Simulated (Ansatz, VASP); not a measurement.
## One calculation of CsTlH4, two programs

```
Cs Tl H
1.0
     4.83575    0.00000    0.00000
     0.00000    4.83575    0.00000
     0.00000    0.00000    7.06000
Cs Tl H
1 1 4
Direct
  0.50000 0.50000 0.50000
  0.00000 0.00000 0.00000
  0.00000 0.00000 0.65407
  0.50000 0.00000 0.00000
  0.00000 0.50000 0.00000
  0.00000 0.00000 0.34593
```

Alike in both runs: task relaxation of cell and atoms; functional PBE; k mesh 4 × 4 × 4; occupations gaussian, width 0.1 eV; no spin polarisation.

|  | VASP | Ansatz |
| --- | --- | --- |
| version | VASP 6.6.1 | Ansatz 0.2.0 |
| potentials or method | VASP PAW PBE potentials, release 64 (Cs_sv, Tl_d, H), cutoff 600 eV | scalar-relativistic, plane waves, PAW |
| valence electrons in the cell | 26 | 26 |

Ansatz gave:

- gap on the k mesh at the Fermi level, each at its own relaxed structure (eV): none
- relaxed volume (Å³/atom): 17.34
- relaxed length of the cell vector where the two differ most in proportion (Å): 4.341

Problem. Which values does VASP return?

Solution. gap on the k mesh at the Fermi level, each at its own relaxed structure (eV): none; relaxed volume (Å³/atom): 17.20; relaxed length of the cell vector where the two differ most in proportion (Å): 4.324.

A gap of «none» marks a metal or a gap that the smearing closes.

Spin-orbit coupling is off throughout. Noted on VASP's run: the volume moved by over 15 % at a fixed basis, so the end points are rough.
